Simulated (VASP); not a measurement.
# WSe2 (P6_3/mmc) in VASP: a series of runs

WSe2 is run at these levels: PBEsol+D3(BJ); tasks: single point, relaxation of shape and atoms at fixed volume.

All numbers are computed with VASP 6.6.1; they aren't measurements. Logs are shortened: lines on timing, memory, paths and dates and some standing lists are left out, and cuts for length are marked.

### Step 1. The cell of the first run

It takes space group P6_3/mmc (No. 194, hexagonal). The conventional cell has a = 3.264 Å, b = 3.264 Å, c = 12.892 Å, α = 90.00°, β = 90.00°, γ = 120.00°. Within 3.3 Å of W (site symmetry -6m2) lie 6 Se at 2.52 Å and 6 W at 3.26 Å. Se (site symmetry 3m) has 3 W at 2.52 Å and 7 Se at 3.26 to 3.35 Å within 3.4 Å.

### Step 2. Single point, PBEsol+D3(BJ) (19.82 Å³/atom)

Contents of INCAR:

```
SYSTEM = WSe2
PREC = Accurate ; ENCUT = 520
EDIFF = 1E-6 ; ISMEAR = 0
SIGMA = 0.02 ; LREAL = .False.
LASPH = .True. ; NELM = 100
ALGO = Normal ; ISIF = 2
LWAVE = .False. ; LCHARG = .False.
GGA = PS ; IVDW = 12
NBANDS = 35
```

Contents of KPOINTS:

```
Automatic mesh
0
Gamma
  12 12 2
  0 0 0
```

Contents of POSCAR:

```
WSe2
1.0
    3.2637856291      0.0000000000      0.0000000000
   -1.6318928145      2.8265212673      0.0000000000
    0.0000000000      0.0000000000     12.8919762773
W Se
2 4
Direct
    0.3333333333      0.6666666667      0.2500000000
    0.6666666667      0.3333333333      0.7500000000
    0.3333333333      0.6666666667      0.6200315922
    0.6666666667      0.3333333333      0.1200315922
    0.3333333333      0.6666666667      0.8799684078
    0.6666666667      0.3333333333      0.3799684078
```

Potentials or basis: VASP PAW PBE potentials, release 64 (W_sv, Se).

On the command line:

```bash
cat potpaw_PBE.64/W_sv/POTCAR potpaw_PBE.64/Se/POTCAR > POTCAR
mpirun -np 1 vasp_std > vasp.out
```

OUTCAR:

```text
SYSTEM = WSe2
   PREC = Accurate
   ENCUT = 520
   EDIFF = 1E-6
   ISMEAR = 0
   LREAL = .False.
   LASPH = .True.
   NELM = 100
   ISIF = 2
   GGA = PS
   IVDW = 12
 IVDW          = 12

 ion  position               nearest neighbor table
   1  0.333  0.667  0.250-   4 2.52   6 2.52   4 2.52   6 2.52   4 2.52   6 2.52
   2  0.667  0.333  0.750-   3 2.52   5 2.52   3 2.52   5 2.52   3 2.52   5 2.52
   3  0.333  0.667  0.620-   2 2.52   2 2.52   2 2.52
   4  0.667  0.333  0.120-   1 2.52   1 2.52   1 2.52
   5  0.333  0.667  0.880-   2 2.52   2 2.52   2 2.52
   6  0.667  0.333  0.380-   1 2.52   1 2.52   1 2.52

  LATTYP: Found a hexagonal cell.
 ALAT       =     3.2637856291
 C/A-ratio  =     3.9500070600

  Lattice vectors:

 A1 = (   3.2637856291,   0.0000000000,   0.0000000000)
 A2 = (  -1.6318928145,   2.8265212673,   0.0000000000)
 A3 = (   0.0000000000,   0.0000000000,  12.8919762773)

Analysis of symmetry for initial positions (statically):
=====================================================================
 Subroutine PRICEL returns:
 Original cell was already a primitive cell.

 Routine SETGRP: Setting up the symmetry group for a
 hexagonal supercell.

 Subroutine GETGRP returns: Found 24 space group operations
 (whereof 12 operations were pure point group operations)
 out of a pool of 24 trial point group operations.

The static configuration has the point symmetry D_3d.
 The point group associated with its full space group is D_6h.

Analysis of symmetry for dynamics (positions and initial velocities):
=====================================================================
 Subroutine PRICEL returns:
 Original cell was already a primitive cell.

 Routine SETGRP: Setting up the symmetry group for a
 hexagonal supercell.

 Subroutine GETGRP returns: Found 24 space group operations
 (whereof 12 operations were pure point group operations)
 out of a pool of 24 trial point group operations.

The dynamic configuration has the point symmetry D_3d.
 The point group associated with its full space group is D_6h.

 Subroutine INISYM returns: Found 24 space group operations
 (whereof 12 operations are pure point group operations),
 and found     1 'primitive' translations

----------------------------------------------------------------------------------------

                                     Primitive cell

  volume of cell :     118.9305

  direct lattice vectors                    reciprocal lattice vectors
[... 99 lines left out ...]
   IBRION =     -1    ionic relax: 0-MD 1-quasi-New 2-CG
   NFREE  =      0    steps in history (QN), initial steepest desc. (CG)
   ISIF   =      2    stress and relaxation
   ISYM   =      2    0-nonsym 1-usesym 2-fastsym
   POTIM  = 0.5000    time-step for ionic-motion
   TEBEG  =    0.0;   TEEND  =   0.0 temperature during run
   PSTRESS=    0.0 pullay stress
   NELECT =      52.0000    total number of electrons
   NUPDOWN=      -1.0000    fix difference up-down
   EMIN   =  10.00;   EMAX   =-10.00  energy-range for DOS
   EFERMI =   0.00;   METHOD = LEGACY
   ISMEAR =     0;   SIGMA  =   0.02  broadening in eV -4-tet -1-fermi 0-gaus
   EFERMI_NEDOS =   21; number of points for ismear=-14 and -15
   IALGO  =     38    algorithm
   IMIX   =      4    mixing-type and parameters
     AMIX     =   0.40;   BMIX     =  1.00
     AMIX_MAG =   1.60;   BMIX_MAG =  1.00
  volume/ion in A,a.u.               =      19.82       133.76
  Fermi-wavevector in a.u.,A,eV,Ry     =   1.242543  2.348066 21.006219  1.543914
  Thomas-Fermi vector in A             =   2.376893
   LORBIT       =      0    0 simple, 1 ext, 2 COOP (PROOUT), +10 PAW based schemes
   GGA     = PS    functional components
   LHFCALC =     F    Hartree Fock is set to
   AEXX    =    0.0000 exact exchange contribution
   IVDW    =    12    specifies the selected vdW correction
   LEPSILON=     F    determine dielectric tensor
   LRPA    =     F    only Hartree local field effects (RPA)
 non-spin polarized calculation
 Gauss-broadening in eV      SIGMA  =   0.02
  energy-cutoff  :      520.00
  volume of cell :      118.93
 maximum number of plane-waves:      3240
   NGX = 13   NGY = 13   NGZ = 47

 number of electron      51.9999991 magnetization

 Free energy of the ion-electron system (eV)
  ---------------------------------------------------
  ext. energy  EPLUGINS =         0.00000000
  ---------------------------------------------------
  free energy    TOTEN  =       -46.53931381 eV

  energy without entropy =      -46.53931381  energy(sigma->0) =      -46.53931381

 E-fermi :   6.6770     XC(G=0): -11.0316

 val. band max:        6.3655413327   @ k =   0.0000   0.0000   0.0000
 cond. band min:       7.2763536913   @ k =   0.1667   0.1667   0.0000
 fundamental gap:      0.9108123586
 Fermi energy:         6.6770162580

 k-point     1 :       0.0000    0.0000    0.0000
  band No.  band energies     occupation
      1     -67.8775      2.00000
      2     -67.8775      2.00000
      3     -32.1483      2.00000
      4     -32.1483      2.00000
      5     -31.9924      2.00000
      6     -31.9924      2.00000
[... 901 lines left out ...]
     34      10.3926      0.00000
     35      11.9376      0.00000

 [... further k-points ...]

------------------------ aborting loop because EDIFF is reached ----------------------------------------

 Edisp (eV)   -2.68784

 E8    (eV) :    -1.8068

  FORCE on cell =-STRESS in cart. coord.  units (eV):
  Direction    XX          YY          ZZ          XY          YZ          ZX
  --------------------------------------------------------------------------------------
  -------------------------------------------------------------------------------------
  Total      -1.92086    -1.92086    -1.75498    -0.00000     0.00000    -0.00000
  in kB     -25.87691   -25.87691   -23.64227    -0.00000     0.00000    -0.00000
  external pressure =      -25.13 kB  Pullay stress =        0.00 kB

 VOLUME and BASIS-vectors are now :
 -----------------------------------------------------------------------------
  energy-cutoff  :      520.00
  volume of cell :      118.93
      direct lattice vectors                 reciprocal lattice vectors
     3.263785629  0.000000000  0.000000000     0.306392672  0.176895892  0.000000000
    -1.631892815  2.826521267  0.000000000     0.000000000  0.353791783  0.000000000
     0.000000000  0.000000000 12.891976277     0.000000000  0.000000000  0.077567626

 POSITION                                       TOTAL-FORCE (eV/Angst)
 -----------------------------------------------------------------------------------
     -0.00000      1.88435      3.22299         0.000000     -0.000000      0.000000
      1.63189      0.94217      9.66898        -0.000000      0.000000      0.000000
     -0.00000      1.88435      7.99343         0.000000      0.000000     -0.067587
      1.63189      0.94217      1.54744        -0.000000      0.000000     -0.067587
     -0.00000      1.88435     11.34453         0.000000     -0.000000      0.067587
      1.63189      0.94217      4.89854        -0.000000     -0.000000      0.067587
 -----------------------------------------------------------------------------------
    total drift:                               -0.000000      0.000000     -0.000000

  FREE ENERGIE OF THE ION-ELECTRON SYSTEM (eV)
  ---------------------------------------------------
  free  energy   TOTEN  =       -49.2271500764 eV

  energy  without entropy=      -49.2271500764  energy(sigma->0) =      -49.22715008
```

OSZICAR:

```text
N       E                     dE             d eps       ncg     rms          rms(c)
DAV:   1     0.500192809027E+03    0.50019E+03   -0.27969E+04  2924   0.146E+03
DAV:   2    -0.159669307033E+02   -0.51616E+03   -0.49932E+03  3085   0.391E+02
DAV:   3    -0.477385092383E+02   -0.31772E+02   -0.31162E+02  3303   0.908E+01
DAV:   4    -0.484624139531E+02   -0.72390E+00   -0.71912E+00  3172   0.138E+01
DAV:   5    -0.484716559840E+02   -0.92420E-02   -0.92261E-02  3214   0.168E+00    0.315E+01
DAV:   6    -0.469437542906E+02    0.15279E+01   -0.53790E+00  2992   0.154E+01    0.113E+01
DAV:   7    -0.467174083811E+02    0.22635E+00   -0.26410E+00  2846   0.767E+00    0.563E+00
DAV:   8    -0.465399883741E+02    0.17742E+00   -0.38757E-01  2959   0.423E+00    0.129E+00
DAV:   9    -0.465412432460E+02   -0.12549E-02   -0.57231E-02  3159   0.113E+00    0.886E-01
DAV:  10    -0.465393895875E+02    0.18537E-02   -0.12835E-02  2911   0.768E-01    0.152E-01
DAV:  11    -0.465393669497E+02    0.22638E-04   -0.16048E-03  2909   0.256E-01    0.178E-01
DAV:  12    -0.465393234347E+02    0.43515E-04   -0.55705E-05  3055   0.485E-02    0.112E-01
DAV:  13    -0.465393134523E+02    0.99823E-05   -0.73208E-05  2990   0.524E-02    0.692E-03
DAV:  14    -0.465393138142E+02   -0.36183E-06   -0.41671E-06  2821   0.110E-02
   1 F= -.49227150E+02 E0= -.49227150E+02  d E =-.181383-109
```

stdout:

```text
POSCAR found type information on POSCAR W Se
 POSCAR found :  2 types and       6 ions
 scaLAPACK will be used
 -----------------------------------------------------------------------------
|                                                                             |
|                                                                             |
|     You enforced a specific xc type in the INCAR file but a different       |
|     I HOPE YOU KNOW WHAT YOU ARE DOING!                                     |
|                                                                             |
 -----------------------------------------------------------------------------

 LDA part: xc-table for (Slater+PW92), standard interpolation
 POSCAR, INCAR and KPOINTS ok, starting setup
 FFT: planning ... GRIDC
 FFT: planning ... GRID_SOFT
 FFT: planning ... GRID
 WAVECAR not read
 entering main loop
```

It took 1.7 min on 1 thread of Intel Xeon Platinum 8259CL at 2.50GHz (Skylake/Cascade Lake), shared host; peak memory 0.31 GiB.

Results:

```yaml
Free_energy: -49.2272 eV
Pressure: -2.5 GPa
Largest_force: 0.068 eV/Å
Band_gap_on_the_k_mesh: 0.91 eV (least direct gap 1.60 eV)
Dispersion_energy_per_atom: -0.448 eV
```

Forces in eV/Å, atoms in the order of the input:
```
W    0.000  0.000  0.000
W    0.000  0.000  0.000
Se   0.000  0.000 -0.068
Se   0.000  0.000 -0.068
Se   0.000  0.000  0.068
Se   0.000  0.000  0.068
```

Levels at points of the mesh, in eV from the valence-band top:
| k point | band 24 | band 25 | band 26 | band 27 | band 28 | band 29 |
| --- | --- | --- | --- | --- | --- | --- |
| (0.00, 0.00, 0.00) | -1.22 | -1.04 | 0.00 | 2.72 | 2.72 | 2.78 |
| (0.50, 0.00, 0.00) | -1.31 | -1.30 | -1.03 | 2.22 | 2.26 | 2.32 |
| (0.00, 0.00, 0.50) | -1.48 | -0.22 | -0.22 | 2.73 | 2.73 | 2.73 |
| (0.50, 0.00, 0.50) | -1.37 | -1.17 | -1.17 | 2.24 | 2.24 | 2.57 |

Caveat: the PAW data sets were made with another functional, which shifts forces and pressure a little; spin-orbit coupling is left out, which moves the levels of the heavy elements.

### Step 3. Single point, PBEsol+D3(BJ) (20.57 Å³/atom)

This run uses another cell than the first one, of 20.57 Å³/atom.

Contents of INCAR:

```
ALGO = Normal
EDIFF = 1E-7
ENCUT = 520
GGA = PS
ISIF = 2
ISMEAR = 0
IVDW = 12
LASPH = T
LCHARG = F
LREAL = F
LWAVE = F
NBANDS = 35
NELM = 60
PREC = Accurate
SIGMA = 0.02
```

Contents of KPOINTS:

```
k-points
0
Gamma
  12 12 2
```

Contents of POSCAR:

```
WSe2
1.0
    3.2753790606      0.0000000000      0.0000000000
   -1.6376895303      2.8365614735      0.0000000000
    0.0000000000      0.0000000000     13.2839255433
W Se
2 4
Direct
    0.3333333333      0.6666666667      0.2500000000
    0.6666666667      0.3333333333      0.7500000000
    0.3333333333      0.6666666667      0.6239952266
    0.6666666667      0.3333333333      0.1239952266
    0.3333333333      0.6666666667      0.8760047734
    0.6666666667      0.3333333333      0.3760047734
```

Potentials or basis: VASP PAW PBE potentials, release 64 (W_sv, Se).

On the command line:

```bash
cat potpaw_PBE.64/W_sv/POTCAR potpaw_PBE.64/Se/POTCAR > POTCAR
mpirun -np 1 vasp_std > vasp.out
```

OUTCAR:

```text
EDIFF = 1E-7
   ENCUT = 520
   GGA = PS
   ISIF = 2
   ISMEAR = 0
   IVDW = 12
   LASPH = T
   LREAL = F
   NELM = 60
   PREC = Accurate
 IVDW          = 12

 ion  position               nearest neighbor table
   1  0.333  0.667  0.250-   4 2.53   6 2.53   4 2.53   6 2.53   4 2.53   6 2.53
   2  0.667  0.333  0.750-   3 2.53   5 2.53   3 2.53   5 2.53   3 2.53   5 2.53
   3  0.333  0.667  0.624-   2 2.53   2 2.53   2 2.53
   4  0.667  0.333  0.124-   1 2.53   1 2.53   1 2.53
[... 1127 lines left out ...]
  -------------------------------------------------------------------------------------
  Total      -2.64875    -2.64875    -2.53349     0.00000     0.00000     0.00000
  in kB     -34.38516   -34.38516   -32.88891     0.00000     0.00000     0.00000
  external pressure =      -33.89 kB  Pullay stress =        0.00 kB

 VOLUME and BASIS-vectors are now :
 -----------------------------------------------------------------------------
  energy-cutoff  :      520.00
  volume of cell :      123.42
      direct lattice vectors                 reciprocal lattice vectors
     3.275379061  0.000000000  0.000000000     0.305308174  0.176269756  0.000000000
    -1.637689530  2.836561474  0.000000000     0.000000000  0.352539513  0.000000000
     0.000000000  0.000000000 13.283925543     0.000000000  0.000000000  0.075278953

 POSITION                                       TOTAL-FORCE (eV/Angst)
 -----------------------------------------------------------------------------------
     -0.00000      1.89104      3.32098        -0.000000      0.000000      0.000000
      1.63769      0.94552      9.96294        -0.000000     -0.000000      0.000000
     -0.00000      1.89104      8.28911         0.000000      0.000000     -0.060462
      1.63769      0.94552      1.64714        -0.000000     -0.000000     -0.060462
     -0.00000      1.89104     11.63678         0.000000      0.000000      0.060462
      1.63769      0.94552      4.99482        -0.000000     -0.000000      0.060462
 -----------------------------------------------------------------------------------
    total drift:                               -0.000000      0.000000     -0.000000

  FREE ENERGIE OF THE ION-ELECTRON SYSTEM (eV)
  ---------------------------------------------------
  free  energy   TOTEN  =       -49.1329243809 eV

  energy  without entropy=      -49.1329243809  energy(sigma->0) =      -49.13292438
```

It took 2 min on 1 thread of Intel Xeon Platinum 8259CL at 2.50GHz (Skylake/Cascade Lake), shared host; peak memory 0.32 GiB.

Results:

```yaml
Free_energy: -49.1329 eV
Pressure: -3.4 GPa
Largest_force: 0.060 eV/Å
Band_gap_on_the_k_mesh: 1.06 eV (least direct gap 1.58 eV)
Dispersion_energy_per_atom: -0.430 eV
```

Forces on the atoms (eV/Å):
```
W    0.000  0.000  0.000
W    0.000  0.000  0.000
Se   0.000  0.000 -0.060
Se   0.000  0.000 -0.060
Se   0.000  0.000  0.060
Se   0.000  0.000  0.060
```

Caveat: the cell stands under tension; the PAW data sets were made with another functional, which shifts forces and pressure a little; spin-orbit coupling is left out, which moves the levels of the heavy elements. A k mesh can miss the band edges.

[end of part 1 of 3]
